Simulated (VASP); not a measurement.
# Mo5W (Cmmm) in VASP: single point with PBE

Aim: the single point of Mo5W with PBE.

Everything below comes from runs of VASP 6.6.1. Logs are shortened: lines on timing, memory, paths and dates and some standing lists are left out, and cuts for length are marked.

### Step 1. The cell of the first run

It takes space group Cmmm (No. 65, orthorhombic). Conventional cell: a = 3.165 Å, b = 4.479 Å, c = 13.426 Å, α = 90.00°, β = 90.00°, γ = 90.00°. Within 3.6 Å of Mo (site symmetry mm2) lie 10 Mo at 2.74 to 3.17 Å and 4 W at 2.75 to 3.17 Å. Mo (site symmetry mm2) has 14 Mo at 2.74 to 3.17 Å within 3.6 Å. Within 3.6 Å of Mo (site symmetry mmm) lie 14 Mo at 2.74 to 3.17 Å. Within 3.6 Å of W (site symmetry mmm) lie 6 W at 2.74 to 3.17 Å and 8 Mo at 2.75 to 3.17 Å.

### Step 2. Single point, PBE, collinear spin

The input, INCAR:

```
PREC     = Accurate       # precision mode
ENCUT    = 520            # plane-wave cutoff, eV
EDIFF    = 1E-6           # SCF threshold, eV
ISMEAR   = 0              # smearing method
SIGMA    = 0.1            # smearing width, eV
LREAL    = False          # projectors in reciprocal space
LASPH    = True           # aspherical terms in the spheres
NELM     = 150            # most SCF steps
ALGO     = Normal         # electronic algorithm
ISIF     = 2              # what is computed and relaxed
LWAVE    = False          # write WAVECAR
LCHARG   = False          # write CHGCAR
ISPIN    = 2              # spin polarisation
MAGMOM   = 1 1 1 1 1 0    # initial moments
LORBIT   = 11             # projections on sites
LMAXMIX  = 4              # l up to which the mixer works
GGA      = PE             # functional
NBANDS   = 55             # bands
```

The input, KPOINTS:

```
regular mesh
0
Gamma
  6 6 2
```

The input, POSCAR:

```
Mo5W
1.0
    1.5825322000     -2.2394753000      0.0000000000
    1.5825322000      2.2394753000      0.0000000000
    0.0000000000      0.0000000000     13.4262106000
Mo W
5 1
Direct
    0.0000000000      0.0000000000      0.8326270000
    0.5000000000      0.5000000000      0.6662410000
    0.0000000000      0.0000000000      0.5000000000
    0.5000000000      0.5000000000      0.3337590000
    0.0000000000      0.0000000000      0.1673730000
    0.5000000000      0.5000000000      0.0000000000
```

Potentials or basis: VASP PAW PBE potentials, release 64 (Mo_sv, W_sv).

On the command line:

```console
$ cat potpaw_PBE.64/Mo_sv/POTCAR potpaw_PBE.64/W_sv/POTCAR > POTCAR
$ mpirun -np 1 vasp_std > vasp.out
```

OUTCAR:

```text
PREC = Accurate
   ENCUT = 520
   EDIFF = 1E-6
   ISMEAR = 0
   LREAL = False
   LASPH = True
   NELM = 150
   ISIF = 2
   ISPIN = 2
   LORBIT = 11
   GGA = PE

 ion  position               nearest neighbor table
   1  0.000  0.000  0.833-   2 2.74   2 2.74   6 2.75   6 2.75   2 3.16   2 3.16   6 3.17   6 3.17

   2  0.500  0.500  0.666-   3 2.74   3 2.74   1 2.74   1 2.74   3 3.16   3 3.16   1 3.16   1 3.16

   3  0.000  0.000  0.500-   2 2.74   4 2.74   2 2.74   4 2.74   2 3.16   4 3.16   2 3.16   4 3.16

   4  0.500  0.500  0.334-   3 2.74   3 2.74   5 2.74   5 2.74   3 3.16   3 3.16   5 3.16   5 3.16

   5  0.000  0.000  0.167-   4 2.74   4 2.74   6 2.75   6 2.75   4 3.16   4 3.16   6 3.17   6 3.17

   6  0.500  0.500  0.000-   1 2.75   5 2.75   1 2.75   5 2.75   1 3.17   5 3.17   1 3.17   5 3.17

  LATTYP: Found a base centered orthorhombic cell.
 ALAT       =     3.1650644000
 B/A-ratio  =     1.4151214743
 C/A-ratio  =     4.2420023428

  Lattice vectors:

 A1 = (   1.5825322000,  -2.2394753000,   0.0000000000)
 A2 = (   1.5825322000,   2.2394753000,   0.0000000000)
 A3 = (   0.0000000000,   0.0000000000,  13.4262106000)

Analysis of symmetry for initial positions (statically):
=====================================================================
 Subroutine PRICEL returns:
 Original cell was already a primitive cell.

 Routine SETGRP: Setting up the symmetry group for a
 base centered orthorhombic supercell.

 Subroutine GETGRP returns: Found  8 space group operations
 (whereof  8 operations were pure point group operations)
 out of a pool of  8 trial point group operations.

The static configuration has the point symmetry D_2h.

Analysis of symmetry for dynamics (positions and initial velocities):
=====================================================================
 Subroutine PRICEL returns:
 Original cell was already a primitive cell.

 Routine SETGRP: Setting up the symmetry group for a
 base centered orthorhombic supercell.

 Subroutine GETGRP returns: Found  8 space group operations
 (whereof  8 operations were pure point group operations)
 out of a pool of  8 trial point group operations.

The dynamic configuration has the point symmetry D_2h.

Analysis of structural, dynamic, and magnetic symmetry:
=====================================================================
 Subroutine PRICEL returns:
 Original cell was already a primitive cell.

 Routine SETGRP: Setting up the symmetry group for a
 base centered orthorhombic supercell.

 Subroutine GETGRP returns: Found  8 space group operations
 (whereof  8 operations were pure point group operations)
 out of a pool of  8 trial point group operations.

The overall configuration has the point symmetry D_2h.

 Subroutine INISYM returns: Found  8 space group operations
 (whereof  8 operations are pure point group operations),
 and found     1 'primitive' translations

----------------------------------------------------------------------------------------

                                     Primitive cell

  volume of cell :      95.1661

  direct lattice vectors                    reciprocal lattice vectors
     1.582532200 -2.239475300  0.000000000     0.315949337 -0.223266584  0.000000000
     1.582532200  2.239475300  0.000000000     0.315949337  0.223266584  0.000000000
     0.000000000  0.000000000 13.426210600     0.000000000  0.000000000  0.074481179

  length of vectors
     2.742199443  2.742199443 13.426210600     0.386874594  0.386874594  0.074481179

  position of ions in fractional coordinates (direct lattice)
     0.000000000  0.000000000  0.832627000
     0.500000000  0.500000000  0.666241000
     0.000000000  0.000000000  0.500000000
     0.500000000  0.500000000  0.333759000
     0.000000000  0.000000000  0.167373000
     0.500000000  0.500000000  0.000000000

  ion indices of the primitive-cell ions
   primitive index   ion index
                 1           1
                 2           2
                 3           3
                 4           4
                 5           5
                 6           6

[... 51 lines left out ...]
  0.500000  0.333333  0.500000      4.000000
 [... further k-points ...]
   k-points           NKPTS =     26   k-points in BZ     NKDIM =     26   number of bands    NBANDS=     55
   number of dos      NEDOS =    301   number of ions     NIONS =      6
   total plane-waves  NPLWV =  40000
   dimension x,y,z NGX =    20 NGY =   20 NGZ =  100
   dimension x,y,z NGXF=    40 NGYF=   40 NGZF=  200
   ions per type =               5   1
   NGX,Y,Z   is equivalent  to a cutoff of  12.13, 12.13, 12.38 a.u.
   NGXF,Y,Z  is equivalent  to a cutoff of  24.25, 24.25, 24.76 a.u.
 SYSTEM =  unknown system
   PREC   = accura    normal or accurate (medium, high low for compatibility)
   ISTART =      0    job   : 0-new  1-cont  2-samecut
   ICHARG =      2    charge: 1-file 2-atom 10-const
   ISPIN  =      2    spin polarized calculation?
   LNONCOLLINEAR =      F non collinear calculations
   LSORBIT =      F    spin-orbit coupling
   LASPH  =      T    aspherical Exc in radial PAW
   ENCUT  =  520.0 eV  38.22 Ry    6.18 a.u.   5.10  5.10 24.96*2*pi/ulx,y,z
   NELM   =    150;   NELMIN=  2; NELMDL= -5     # of ELM steps
   EDIFF  = 0.1E-05   stopping-criterion for ELM
   LREAL  =      F    real-space projection
   EDIFFG = 0.1E-04   stopping-criterion for IOM
   NSW    =      0    number of steps for IOM
   IBRION =     -1    ionic relax: 0-MD 1-quasi-New 2-CG
   NFREE  =      0    steps in history (QN), initial steepest desc. (CG)
   ISIF   =      2    stress and relaxation
   ISYM   =      2    0-nonsym 1-usesym 2-fastsym
   POTIM  = 0.5000    time-step for ionic-motion
   TEBEG  =    0.0;   TEEND  =   0.0 temperature during run
   PSTRESS=    0.0 pullay stress
   NELECT =      84.0000    total number of electrons
   NUPDOWN=      -1.0000    fix difference up-down
   EMIN   =  10.00;   EMAX   =-10.00  energy-range for DOS
   EFERMI =   0.00;   METHOD = LEGACY
   ISMEAR =     0;   SIGMA  =   0.10  broadening in eV -4-tet -1-fermi 0-gaus
   EFERMI_NEDOS =   21; number of points for ismear=-14 and -15
   IALGO  =     38    algorithm
   IMIX   =      4    mixing-type and parameters
     AMIX     =   0.40;   BMIX     =  1.00
     AMIX_MAG =   1.60;   BMIX_MAG =  1.00
  volume/ion in A,a.u.               =      15.86       107.04
  Fermi-wavevector in a.u.,A,eV,Ry     =   1.570389  2.967604 33.553609  2.466121
  Thomas-Fermi vector in A             =   2.672129
   LORBIT       =     11    0 simple, 1 ext, 2 COOP (PROOUT), +10 PAW based schemes
   GGA     = PE    functional components
   LHFCALC =     F    Hartree Fock is set to
   AEXX    =    0.0000 exact exchange contribution
   IVDW    =     0    specifies the selected vdW correction
   LEPSILON=     F    determine dielectric tensor
   LRPA    =     F    only Hartree local field effects (RPA)
 spin polarized calculation
 Gauss-broadening in eV      SIGMA  =   0.10
  energy-cutoff  :      520.00
  volume of cell :       95.17
 maximum number of plane-waves:      2596
   NGX = 11   NGY = 11   NGZ = 49

 number of electron      83.9999990 magnetization       0.0000689

 number of electron      83.9999990 magnetization      -0.0004683

 Free energy of the ion-electron system (eV)
  ---------------------------------------------------
  ext. energy  EPLUGINS =         0.00000000
  ---------------------------------------------------
  free energy    TOTEN  =       -67.86428162 eV

  energy without entropy =      -67.85658030  energy(sigma->0) =      -67.86043096

 E-fermi :  12.1572     XC(G=0): -13.3636

 val. band max:       12.1314324758   @ k =   0.1667   0.1667   0.5000
 cond. band min:      12.1658128669   @ k =   0.1667   0.1667   0.5000
 fundamental gap:      0.0343803910
 Fermi energy:        12.1571571578

 spin component 1

 k-point     1 :       0.0000    0.0000    0.0000
  band No.  band energies     occupation
      1     -61.8845      1.00000
      2     -49.0636      1.00000
      3     -49.0196      1.00000
      4     -48.9542      1.00000
      5     -48.8929      1.00000
      6     -48.8430      1.00000
[... 1357 lines left out ...]
     53      16.3818      0.00000
     54      16.5590      0.00000

 [... further k-points ...]

 spin component 2

 k-point     1 :       0.0000    0.0000    0.0000
  band No.  band energies     occupation
      1     -61.8847      1.00000
      2     -49.0635      1.00000
      3     -49.0196      1.00000
      4     -48.9542      1.00000
      5     -48.8929      1.00000
      6     -48.8429      1.00000
[... 1357 lines left out ...]
     53      16.3818      0.00000
     54      16.5588      0.00000

 [... further k-points ...]

 [bands above 54 left out]

------------------------ aborting loop because EDIFF is reached ----------------------------------------

  FORCE on cell =-STRESS in cart. coord.  units (eV):
  Direction    XX          YY          ZZ          XY          YZ          ZX
  --------------------------------------------------------------------------------------
  -------------------------------------------------------------------------------------
  Total       -0.3029422     -0.8102974      0.8186462     -0.0000000      0.0000000      0.0000000
  in kB       -5.1002102    -13.6418335     13.7823902     -0.0000000      0.0000000      0.0000000
  external PRESSURE =      -1.6532178 kB  Pullay stress =       0.0000000 kB

 VOLUME and BASIS-vectors are now :
 -----------------------------------------------------------------------------
  energy-cutoff  :      520.00
  volume of cell :       95.17
      direct lattice vectors                 reciprocal lattice vectors
     1.582532200 -2.239475300  0.000000000     0.315949337 -0.223266584  0.000000000
     1.582532200  2.239475300  0.000000000     0.315949337  0.223266584  0.000000000
     0.000000000  0.000000000 13.426210600     0.000000000  0.000000000  0.074481179

 POSITION                                       TOTAL-FORCE (eV/Angst)
 -----------------------------------------------------------------------------------
      0.00000      0.00000     11.17903        -0.000000      0.000000      0.017540
      1.58253      0.00000      8.94509         0.000000      0.000000      0.015577
      0.00000      0.00000      6.71311         0.000000      0.000000      0.000000
      1.58253      0.00000      4.48112        -0.000000      0.000000     -0.015577
      0.00000      0.00000      2.24719         0.000000      0.000000     -0.017540
      1.58253      0.00000      0.00000         0.000000     -0.000000      0.000000
 -----------------------------------------------------------------------------------
    total drift:                                0.000000      0.000000      0.000000

  FREE ENERGIE OF THE ION-ELECTRON SYSTEM (eV)
  ---------------------------------------------------
  free  energy   TOTEN  =       -67.8642816168 eV

  energy  without entropy=      -67.8565802956  energy(sigma->0) =      -67.86043096

 total charge

# of ion       s       p       d       tot
------------------------------------------
    1        2.374   6.206   3.903  12.482
    2        2.378   6.201   3.893  12.472
    3        2.379   6.201   3.895  12.474
    4        2.378   6.201   3.893  12.472
    5        2.374   6.206   3.903  12.482
    6        2.411   6.314   3.335  12.060
--------------------------------------------------
tot         14.293  37.329  22.821  74.443

 magnetization (x)

# of ion       s       p       d       tot
------------------------------------------
    1       -0.000  -0.000  -0.000  -0.000
    2        0.000   0.000   0.000   0.000
    3        0.000   0.000   0.000   0.000
    4        0.000   0.000   0.000   0.000
    5       -0.000  -0.000  -0.000  -0.000
    6       -0.000  -0.000  -0.000  -0.000
--------------------------------------------------
tot         -0.000  -0.000  -0.000  -0.000
```

Run time: 5.4 min. Hardware: 1 thread of Intel Xeon Platinum 8259CL at 2.50GHz (Skylake/Cascade Lake), shared host; peak memory 0.35 GiB.

What came out:

- Free energy: -67.8643 eV
- Pressure: -0.2 GPa
- Largest force: 0.018 eV/Å
- Band gap on the k mesh: zero (filled and empty bands overlap)
- Net moment: 0.00 μB per cell
- Valence electrons inside the program's atomic spheres: Mo 12.48, 12.47 (each value once); W 12.06

Forces on the atoms (eV/Å):
```
Mo   0.000  0.000  0.018
Mo   0.000  0.000  0.016
Mo   0.000  0.000  0.000
Mo   0.000  0.000 -0.016
Mo   0.000  0.000 -0.018
W    0.000  0.000  0.000
```

Caveat: the k points lie up to 0.41 Å⁻¹ apart, too coarse for converged energies and pressures of a metal; spin-orbit coupling is left out, which moves the levels of the heavy elements.
